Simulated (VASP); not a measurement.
# LiCl (Fm-3m) in VASP: further runs, part 2 of 2

VASP 6.6.1.

**3. Single point, r2SCAN (strain -1.4%)**

Contents of POSCAR:

```
LiCl
1.0
    0.0000000000      2.5205080802      2.5205080802
    2.5205080802      0.0000000000      2.5205080802
    2.5205080802      2.5205080802      0.0000000000
Li Cl
1 1
Direct
    0.0000000000      0.0000000000      0.0000000000
    0.5000000000      0.5000000000      0.5000000000
```

Contents of INCAR.step1:

```
SYSTEM = LiCl
  PREC = Accurate
  ENCUT = 520
  ISMEAR = 0
  SIGMA = 0.01
  LREAL = .False.
  LASPH = .True.
  NELM = 80
  NBANDS = 12
  GGA = PE
  ALGO = Normal
  EDIFF = 1E-4
  LWAVE = .True.
  LCHARG = .False.
```

Contents of INCAR.step2:

```
SYSTEM = LiCl
  PREC = Accurate
  ENCUT = 520
  EDIFF = 1E-6
  ISMEAR = 0
  SIGMA = 0.01
  LREAL = .False.
  LASPH = .True.
  NELM = 80
  ALGO = Normal
  ISIF = 2
  LWAVE = .False.
  LCHARG = .False.
  METAGGA = R2SCAN
  LMIXTAU = .True.
  NBANDS = 12
  ISTART = 1
```

Contents of KPOINTS:

```
regular mesh
0
Gamma
  8 8 8
  0 0 0
```

Potentials or basis: VASP PAW PBE potentials, release 64 (Li_sv, Cl).

Run with:

```bash
$ cat potpaw_PBE.64/Li_sv/POTCAR potpaw_PBE.64/Cl/POTCAR > POTCAR
$ cp INCAR.step1 INCAR
$ mpirun -np 1 vasp_std > vasp.out
$ cp INCAR.step2 INCAR
$ mpirun -np 1 vasp_std > vasp.out
```

OUTCAR:

```text
SYSTEM = LiCl
   PREC = Accurate
   ENCUT = 520
   EDIFF = 1E-6
   ISMEAR = 0
   LREAL = .False.
   LASPH = .True.
   NELM = 80
   ISIF = 2
   METAGGA = R2SCAN
   ISTART = 1

 ion  position               nearest neighbor table
   1  0.000  0.000  0.000-   2 2.52   2 2.52   2 2.52   2 2.52   2 2.52   2 2.52
   2  0.500  0.500  0.500-   1 2.52   1 2.52   1 2.52   1 2.52   1 2.52   1 2.52

  LATTYP: Found a face centered cubic cell.
 ALAT       =     5.0410161604

  Lattice vectors:

 A1 = (   0.0000000000,   2.5205080802,   2.5205080802)
 A2 = (   2.5205080802,   0.0000000000,   2.5205080802)
 A3 = (   2.5205080802,   2.5205080802,   0.0000000000)

Analysis of symmetry for initial positions (statically):
=====================================================================
 Subroutine PRICEL returns:
 Original cell was already a primitive cell.

 Routine SETGRP: Setting up the symmetry group for a
 face centered cubic supercell.

 Subroutine GETGRP returns: Found 48 space group operations
 (whereof 48 operations were pure point group operations)
 out of a pool of 48 trial point group operations.

The static configuration has the point symmetry O_h .

Analysis of symmetry for dynamics (positions and initial velocities):
=====================================================================
 Subroutine PRICEL returns:
 Original cell was already a primitive cell.

 Routine SETGRP: Setting up the symmetry group for a
 face centered cubic supercell.

 Subroutine GETGRP returns: Found 48 space group operations
 (whereof 48 operations were pure point group operations)
 out of a pool of 48 trial point group operations.

The dynamic configuration has the point symmetry O_h .

 Subroutine INISYM returns: Found 48 space group operations
 (whereof 48 operations are pure point group operations),
 and found     1 'primitive' translations

----------------------------------------------------------------------------------------

                                     Primitive cell

  volume of cell :      32.0254

  direct lattice vectors                    reciprocal lattice vectors
     0.000000000  2.520508080  2.520508080    -0.198372703  0.198372703  0.198372703
     2.520508080  0.000000000  2.520508080     0.198372703 -0.198372703  0.198372703
     2.520508080  2.520508080  0.000000000     0.198372703  0.198372703 -0.198372703

  length of vectors
     3.564536711  3.564536711  3.564536711     0.343591600  0.343591600  0.343591600

  position of ions in fractional coordinates (direct lattice)
     0.000000000  0.000000000  0.000000000
     0.500000000  0.500000000  0.500000000

  ion indices of the primitive-cell ions
   primitive index   ion index
                 1           1
                 2           2

----------------------------------------------------------------------------------------

 KPOINTS: regular mesh

Automatic generation of k-mesh.
 Grid dimensions read from file:
 generate k-points for:    8    8    8

 Generating k-lattice:

  Cartesian coordinates                     Fractional coordinates (reciprocal lattice)
    -0.024796588  0.024796588  0.024796588     0.125000000  0.000000000  0.000000000
     0.024796588 -0.024796588  0.024796588     0.000000000  0.125000000  0.000000000
     0.024796588  0.024796588 -0.024796588     0.000000000  0.000000000  0.125000000

[... 39 lines left out ...]
   number of dos      NEDOS =    301   number of ions     NIONS =      2
   total plane-waves  NPLWV =  21952
   dimension x,y,z NGX =    28 NGY =   28 NGZ =   28
   dimension x,y,z NGXF=    56 NGYF=   56 NGZF=   56
   ions per type =               1   1
   NGX,Y,Z   is equivalent  to a cutoff of  13.06, 13.06, 13.06 a.u.
   NGXF,Y,Z  is equivalent  to a cutoff of  26.12, 26.12, 26.12 a.u.
 SYSTEM =  LiCl
   PREC   = accura    normal or accurate (medium, high low for compatibility)
   ISTART =      1    job   : 0-new  1-cont  2-samecut
   ICHARG =      0    charge: 1-file 2-atom 10-const
   ISPIN  =      1    spin polarized calculation?
   LNONCOLLINEAR =      F non collinear calculations
   LSORBIT =      F    spin-orbit coupling
   LASPH  =      T    aspherical Exc in radial PAW
   ENCUT  =  520.0 eV  38.22 Ry    6.18 a.u.   6.63  6.63  6.63*2*pi/ulx,y,z
   NELM   =     80;   NELMIN=  2; NELMDL=  0     # of ELM steps
   EDIFF  = 0.1E-05   stopping-criterion for ELM
   LREAL  =      F    real-space projection
   EDIFFG = 0.1E-04   stopping-criterion for IOM
   NSW    =      0    number of steps for IOM
   IBRION =     -1    ionic relax: 0-MD 1-quasi-New 2-CG
   NFREE  =      0    steps in history (QN), initial steepest desc. (CG)
   ISIF   =      2    stress and relaxation
   ISYM   =      2    0-nonsym 1-usesym 2-fastsym
   POTIM  = 0.5000    time-step for ionic-motion
   TEBEG  =    0.0;   TEEND  =   0.0 temperature during run
   PSTRESS=    0.0 pullay stress
   NELECT =      10.0000    total number of electrons
   NUPDOWN=      -1.0000    fix difference up-down
   EMIN   =  10.00;   EMAX   =-10.00  energy-range for DOS
   EFERMI =   0.00;   METHOD = LEGACY
   ISMEAR =     0;   SIGMA  =   0.01  broadening in eV -4-tet -1-fermi 0-gaus
   EFERMI_NEDOS =   21; number of points for ismear=-14 and -15
   IALGO  =     38    algorithm
   IMIX   =      4    mixing-type and parameters
     AMIX     =   0.40;   BMIX     =  1.00
     AMIX_MAG =   1.60;   BMIX_MAG =  1.00
  volume/ion in A,a.u.               =      16.01       108.06
  Fermi-wavevector in a.u.,A,eV,Ry     =   1.110649  2.098822 16.783340  1.233541
  Thomas-Fermi vector in A             =   2.247203
   LORBIT       =      0    0 simple, 1 ext, 2 COOP (PROOUT), +10 PAW based schemes
   METAGGA = R2SCAN    functional components
   LHFCALC =     F    Hartree Fock is set to
   AEXX    =    0.0000 exact exchange contribution
   IVDW    =     0    specifies the selected vdW correction
   LEPSILON=     F    determine dielectric tensor
   LRPA    =     F    only Hartree local field effects (RPA)
 non-spin polarized calculation
 Gauss-broadening in eV      SIGMA  =   0.01
  energy-cutoff  :      520.00
  volume of cell :       32.03
 maximum number of plane-waves:       887
 NGX is ok and might be reduce to    28
   NGX = 13   NGY = 13   NGZ = 13

 number of electron       9.9999994 magnetization

 Free energy of the ion-electron system (eV)
  ---------------------------------------------------
  ext. energy  EPLUGINS =         0.00000000
  ---------------------------------------------------
  free energy    TOTEN  =       -12.58472320 eV

  energy without entropy =      -12.58472320  energy(sigma->0) =      -12.58472320

 E-fermi :   0.6915     XC(G=0):  -9.4052

 val. band max:        0.5985277866   @ k =   0.0000   0.0000   0.0000
 cond. band min:       8.1965713611   @ k =   0.5000   0.0000   0.0000
 fundamental gap:      7.5980435746
 Fermi energy:         0.6914566270

 k-point     1 :       0.0000    0.0000    0.0000
  band No.  band energies     occupation
      1     -44.1513      2.00000
      2     -13.5800      2.00000
      3       0.5985      2.00000
      4       0.5985      2.00000
      5       0.5985      2.00000
      6       8.2499      0.00000
      7      13.2979      0.00000
      8      13.2979      0.00000
      9      13.2979      0.00000
     10      16.1141      0.00000
     11      16.1141      0.00000
     12      16.8042      0.00000
[... 331 lines left out ...]
 k-point    24 :      -0.3750    0.2500    0.1250
  band No.  band energies     occupation
      1     -44.1472      2.00000
      2     -12.7890      2.00000
      3      -2.1795      2.00000
      4      -0.8445      2.00000
      5      -0.0521      2.00000
      6       9.7375      0.00000
      7      10.8535      0.00000
      8      12.1563      0.00000
      9      13.7113      0.00000
     10      17.3562      0.00000
     11      18.3408      0.00000
     12      20.1516      0.00000

 [... further k-points ...]

------------------------ aborting loop because EDIFF is reached ----------------------------------------

  FORCE on cell =-STRESS in cart. coord.  units (eV):
  Direction    XX          YY          ZZ          XY          YZ          ZX
  --------------------------------------------------------------------------------------
  -------------------------------------------------------------------------------------
  Total        0.2127037      0.2127037      0.2127037      0.0000000      0.0000000      0.0000000
  in kB       10.6412187     10.6412187     10.6412187      0.0000000      0.0000000      0.0000000
  external PRESSURE =      10.6412187 kB  Pullay stress =       0.0000000 kB

 VOLUME and BASIS-vectors are now :
 -----------------------------------------------------------------------------
  energy-cutoff  :      520.00
  volume of cell :       32.03
      direct lattice vectors                 reciprocal lattice vectors
     0.000000000  2.520508080  2.520508080    -0.198372703  0.198372703  0.198372703
     2.520508080  0.000000000  2.520508080     0.198372703 -0.198372703  0.198372703
     2.520508080  2.520508080  0.000000000     0.198372703  0.198372703 -0.198372703

 POSITION                                       TOTAL-FORCE (eV/Angst)
 -----------------------------------------------------------------------------------
      0.00000      0.00000      0.00000        -0.000000     -0.000000      0.000000
      2.52051      2.52051      2.52051         0.000000      0.000000     -0.000000
 -----------------------------------------------------------------------------------
    total drift:                                0.000000      0.000000      0.000000

  FREE ENERGIE OF THE ION-ELECTRON SYSTEM (eV)
  ---------------------------------------------------
  free  energy   TOTEN  =       -12.5847232026 eV

  energy  without entropy=      -12.5847232026  energy(sigma->0) =      -12.58472320
```

Wall time 52 s (1 thread of Intel Xeon Platinum 8259CL at 2.50GHz (Skylake/Cascade Lake), shared host); peak memory 0.15 GiB.

Results:

| Property | Result |
| --- | --- |
| Free energy | -12.5847 eV |
| Band gap on the k mesh | 7.60 eV (least direct gap 7.65 eV) |

Levels at points of the mesh, in eV from the valence-band top:
```tsv
k point	band 2	band 3	band 4	band 5	band 6	band 7	band 8	band 9
(0.00, 0.00, 0.00)	-14.18	0.00	0.00	0.00	7.65	12.70	12.70	12.70
(0.50, 0.00, 0.00)	-13.52	-3.06	-0.30	-0.30	7.60	10.33	10.33	14.81
(0.50, 0.50, 0.00)	-13.23	-3.18	-1.23	-1.23	8.85	8.91	14.07	15.87
```

Caveat: the cell differs from its parent crystal (strain -1.4%); the cutoff is under 1.25 times the usual one of these potentials, so pressure, stress and relaxed cells hold a basis-set (Pulay) error; the PAW data sets were made with another functional, which shifts forces and pressure a little. A k mesh can miss the band edges.
